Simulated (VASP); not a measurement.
CaS:

```
Ca S
1.0
     0.00000    2.84795    2.84795
     2.84795    0.00000    2.84795
     2.84795    2.84795    0.00000
Ca S
1 1
Direct
  0.00000 0.00000 0.00000
  0.50000 0.50000 0.50000
```

Program: VASP 6.6.1. Alike in all runs: task single point; no spin polarisation; cell as given; k mesh 4 × 4 × 4; smearing gaussian 0.01 eV.

Task: Order these runs on this cell by their band gap on the k mesh, lowest first.
A. level LDA; potentials or basis VASP PAW LDA potentials, release 64 (Ca_sv, S); cutoff (eV) 500
B. level PBE; potentials or basis VASP PAW PBE potentials, release 64 (Ca_sv, S); cutoff (eV) 500
C. level r2SCAN; potentials or basis VASP PAW PBE potentials, release 64 (Ca_sv, S); cutoff (eV) 550
D. level HSE06; potentials or basis VASP PAW PBE potentials, release 64 (Ca_sv, S); cutoff (eV) 400; grid for exact exchange (PRECFOCK) Normal; screening parameter 0.2079 1/Å

Result: A (2.13 eV), B (2.35 eV), C (2.80 eV), D (3.40 eV).

Caveats: all runs use coarse meshes.

A k mesh can miss the band edges.
